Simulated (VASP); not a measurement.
# HfGa2SeS2 (P-6m2) in VASP: relaxation of cell and atoms with PBE

Aim: the relaxation of cell and atoms of HfGa2SeS2 with PBE.

All numbers are computed with VASP 6.6.1; they aren't measurements. Logs are shortened: lines on timing, memory, paths and dates and some standing lists are left out, and cuts for length are marked.

## (1) The cell of the first run

Symmetry: P-6m2, No. 187, hexagonal system. Conventional cell: a = 4.941 Å, b = 4.941 Å, c = 7.871 Å, α = 90.00°, β = 90.00°, γ = 120.00°. Hf (site symmetry -6m2) has 2 S at 2.38 Å and 3 Se at 2.85 Å and 3 Ga at 2.85 Å within 3.1 Å. Within 4.3 Å of Ga (site symmetry -6m2) lie 6 S at 3.25 Å and 2 Se at 3.94 Å. Within 3.8 Å of Ga (site symmetry -6m2) lie 3 Se at 2.85 Å and 3 Hf at 2.85 Å and 6 S at 3.71 Å. Within 4.0 Å of Se (site symmetry -6m2) lie 3 Hf at 2.85 Å and 5 Ga at 2.85 to 3.94 Å and 6 S at 3.71 Å. S (site symmetry 3m) has 1 Hf at 2.38 Å and 1 S at 3.12 Å and 3 Ga at 3.25 Å within 3.3 Å.

The cell was generated, and may not be a known phase.

## (2) Relaxation of cell and atoms, PBE

INCAR

```
  ALGO = Fast
  EDIFF = 1E-6
  EDIFFG = -0.01
  ENCUT = 600
  GGA = PE
  IBRION = 2
  ISIF = 3
  ISMEAR = 0
  LASPH = True
  LCHARG = False
  LREAL = False
  LWAVE = False
  NELM = 100
  NSW = 100
  PREC = Accurate
  SIGMA = 0.1
```

KPOINTS

```
k-points
0
Gamma
  12 12 6
```

POSCAR

```
HfGa2SeS2
1.0
    4.9410711900      0.0000000000      0.0000000000
   -2.4705355950      4.2790931724      0.0000000000
    0.0000000000      0.0000000000      7.8710471954
Hf Ga Se S
1 2 1 2
Direct
    0.3333333333      0.6666666667      0.0000000000
    0.6666666667      0.3333333333      0.5000000000
    0.0000000000      0.0000000000      0.0000000000
    0.6666666667      0.3333333333      0.0000000000
    0.3333333333      0.6666666667      0.6981376758
    0.3333333333      0.6666666667      0.3018623242
```

Potentials or basis: VASP PAW PBE potentials, release 64 (Hf_pv, Ga_d, Se, S).

Command:

```console
> cat potpaw_PBE.64/Hf_pv/POTCAR potpaw_PBE.64/Ga_d/POTCAR potpaw_PBE.64/Se/POTCAR potpaw_PBE.64/S/POTCAR > POTCAR
> mpirun -np 1 vasp_std > vasp.out
```

OUTCAR:

```text
EDIFF = 1E-6
   EDIFFG = -0.01
   ENCUT = 600
   GGA = PE
   IBRION = 2
   ISIF = 3
   ISMEAR = 0
   LASPH = True
   LREAL = False
   NELM = 100
   NSW = 100
   PREC = Accurate

 ion  position               nearest neighbor table
   1  0.333  0.667  0.000-   5 2.38   6 2.38   4 2.85   3 2.85   4 2.85   3 2.85   3 2.85   4 2.85

   2  0.667  0.333  0.500-
   3  0.000  0.000  0.000-   1 2.85   4 2.85   1 2.85   4 2.85   4 2.85   1 2.85
   4  0.667  0.333  0.000-   1 2.85   3 2.85   1 2.85   3 2.85   3 2.85   1 2.85
   5  0.333  0.667  0.698-   1 2.38
   6  0.333  0.667  0.302-   1 2.38

  LATTYP: Found a hexagonal cell.
 ALAT       =     4.9410711900
 C/A-ratio  =     1.5929839690

  Lattice vectors:

 A1 = (   4.9410711900,   0.0000000000,   0.0000000000)
 A2 = (  -2.4705355950,   4.2790931724,   0.0000000000)
 A3 = (   0.0000000000,   0.0000000000,   7.8710471954)

Analysis of symmetry for initial positions (statically):
=====================================================================
 Subroutine PRICEL returns:
 Original cell was already a primitive cell.

 Routine SETGRP: Setting up the symmetry group for a
 hexagonal supercell.

 Subroutine GETGRP returns: Found 12 space group operations
 (whereof 12 operations were pure point group operations)
 out of a pool of 24 trial point group operations.

The static configuration has the point symmetry D_3h.

Analysis of symmetry for dynamics (positions and initial velocities):
=====================================================================
 Subroutine PRICEL returns:
 Original cell was already a primitive cell.

 Routine SETGRP: Setting up the symmetry group for a
 hexagonal supercell.

 Subroutine GETGRP returns: Found 12 space group operations
 (whereof 12 operations were pure point group operations)
 out of a pool of 24 trial point group operations.

The dynamic configuration has the point symmetry D_3h.

 Subroutine INISYM returns: Found 12 space group operations
 (whereof 12 operations are pure point group operations),
 and found     1 'primitive' translations

----------------------------------------------------------------------------------------

                                     Primitive cell

  volume of cell :     166.4199

[... 103 lines left out ...]
   ISYM   =      2    0-nonsym 1-usesym 2-fastsym
   POTIM  = 0.5000    time-step for ionic-motion
   TEBEG  =    0.0;   TEEND  =   0.0 temperature during run
   PSTRESS=    0.0 pullay stress
   NELECT =      54.0000    total number of electrons
   NUPDOWN=      -1.0000    fix difference up-down
   EMIN   =  10.00;   EMAX   =-10.00  energy-range for DOS
   EFERMI =   0.00;   METHOD = LEGACY
   ISMEAR =     0;   SIGMA  =   0.10  broadening in eV -4-tet -1-fermi 0-gaus
   EFERMI_NEDOS =   21; number of points for ismear=-14 and -15
   IALGO  =     68    algorithm
   IMIX   =      4    mixing-type and parameters
     AMIX     =   0.40;   BMIX     =  1.00
     AMIX_MAG =   1.60;   BMIX_MAG =  1.00
  volume/ion in A,a.u.               =      27.74       187.18
  Fermi-wavevector in a.u.,A,eV,Ry     =   1.124961  2.125869 17.218692  1.265538
  Thomas-Fermi vector in A             =   2.261636
   LORBIT       =      0    0 simple, 1 ext, 2 COOP (PROOUT), +10 PAW based schemes
   GGA     = PE    functional components
   LHFCALC =     F    Hartree Fock is set to
   AEXX    =    0.0000 exact exchange contribution
   IVDW    =     0    specifies the selected vdW correction
   LEPSILON=     F    determine dielectric tensor
   LRPA    =     F    only Hartree local field effects (RPA)
 conjugate gradient relaxation of ions
 non-spin polarized calculation
 RMM-DIIS sequential band-by-band and
 Gauss-broadening in eV      SIGMA  =   0.10
  energy-cutoff  :      600.00
  volume of cell :      166.42
 maximum number of plane-waves:      5598
 NGX is ok and might be reduce to    40
   NGX = 19   NGY = 19   NGZ = 31

--------------------------------------- Ionic step        1  -------------------------------------------

 number of electron      53.9999996 magnetization

 Free energy of the ion-electron system (eV)
  ---------------------------------------------------
  ext. energy  EPLUGINS =         0.00000000
  ---------------------------------------------------
  free energy    TOTEN  =       -28.83454412 eV

  energy without entropy =      -28.81888445  energy(sigma->0) =      -28.82671429

------------------------ aborting loop because EDIFF is reached ----------------------------------------

  FORCE on cell =-STRESS in cart. coord.  units (eV):
  Direction    XX          YY          ZZ          XY          YZ          ZX
  --------------------------------------------------------------------------------------
  -------------------------------------------------------------------------------------
  Total       -0.0393086     -0.0393086      0.2881170      0.0000000      0.0000000      0.0000000
  in kB       -0.3784366     -0.3784366      2.7737929      0.0000000      0.0000000      0.0000000
  external PRESSURE =       0.6723066 kB  Pullay stress =       0.0000000 kB
[... 307 lines left out ...]
--------------------------------------- Ionic step        9  -------------------------------------------

 number of electron      53.9999999 magnetization

 Free energy of the ion-electron system (eV)
  ---------------------------------------------------
  ext. energy  EPLUGINS =         0.00000000
  ---------------------------------------------------
  free energy    TOTEN  =       -28.83652198 eV

  energy without entropy =      -28.81977060  energy(sigma->0) =      -28.82814629

 E-fermi :   1.9475     XC(G=0):  -8.6671

 val. band max:        1.9324703068   @ k =   0.2500   0.0000   0.3333
 cond. band min:       1.9553203132   @ k =   0.4167   0.0833   0.0000
 fundamental gap:      0.0228500064
 Fermi energy:         1.9475381543

 k-point     1 :       0.0000    0.0000    0.0000
  band No.  band energies     occupation
      1     -28.9732      2.00000
      2     -28.9732      2.00000
      3     -28.6631      2.00000
      4     -13.2887      2.00000
      5     -13.2352      2.00000
      6     -13.2352      2.00000
[... 829 lines left out ...]
     31       4.7017      0.00000
     32       4.8929      0.00000

 [... further k-points ...]

------------------------ aborting loop because EDIFF is reached ----------------------------------------

  FORCE on cell =-STRESS in cart. coord.  units (eV):
  Direction    XX          YY          ZZ          XY          YZ          ZX
  --------------------------------------------------------------------------------------
  -------------------------------------------------------------------------------------
  Total        0.0546096      0.0546096      0.0172762      0.0000000      0.0000000      0.0000000
  in kB        0.5228712      0.5228712      0.1654143      0.0000000      0.0000000      0.0000000
  external PRESSURE =       0.4037189 kB  Pullay stress =       0.0000000 kB
[... 21 lines left out ...]
  FREE ENERGIE OF THE ION-ELECTRON SYSTEM (eV)
  ---------------------------------------------------
  free  energy   TOTEN  =       -28.8365219814 eV

  energy  without entropy=      -28.8197706046  energy(sigma->0) =      -28.82814629

 reached required accuracy - stopping structural energy minimisation
```

It took 73 min on 1 thread of Oxide Virtual Turin-like, shared host; peak memory 0.69 GiB.

What came out:

```
Free energy                           : -28.8365 eV
Relaxed volume                        : 27.89 Å³/atom
Relaxed cell                          : a = 4.933 Å, b = 4.933 Å, c = 7.941 Å, α = 90.00°, β = 90.00°, γ = 120.00°
Space group after relaxing (to 0.1 Å) : P-6m2 (No. 187)
Energy gained by relaxing             : 0.3 meV/atom
Ionic steps                           : 9
Pressure after relaxing               : 0.0 GPa
Band gap on the k mesh                : zero (bands 27 and 28 overlap by 0.34 eV)
```

Forces in eV/Å, atoms in the order of the input:
```
Hf   0.000  0.000  0.000
Ga   0.000  0.000  0.000
Ga   0.000  0.000  0.000
Se   0.000  0.000  0.000
S    0.000  0.000  0.003
S    0.000  0.000 -0.003
```

The path:
```
step  energy change (eV)  largest force (eV/Å)  pressure (GPa)  volume (Å³)
   1              0.0000                0.0312            0.07       166.42
   2             -0.0005                0.0799           -0.03       166.70
   3             -0.0005                0.1024           -0.07       166.83
   4             -0.0008                0.0920           -0.06       166.87
   5             -0.0015                0.0616           -0.02       166.99
   6             -0.0018                0.0006            0.08       167.22
   7             -0.0018                0.0261            0.06       167.14
   8             -0.0018                0.0191            0.06       167.16
   9             -0.0020                0.0028            0.04       167.33
```

Final structure:
```
Hf Ga Se S
1.0
     4.93273    0.00000    0.00000
    -2.46637    4.27187    0.00000
     0.00000    0.00000    7.94107
Hf Ga Se S
1 2 1 2
Direct
  0.33333 0.66667 0.00000
  0.66667 0.33333 0.50000
  0.00000 0.00000 0.00000
  0.66667 0.33333 0.00000
  0.33333 0.66667 0.70065
  0.33333 0.66667 0.29935
```

Caveat: spin-orbit coupling is left out, which moves the levels of the heavy elements.

The gap in the log of VASP goes by the Fermi energy; the results here count the filled bands.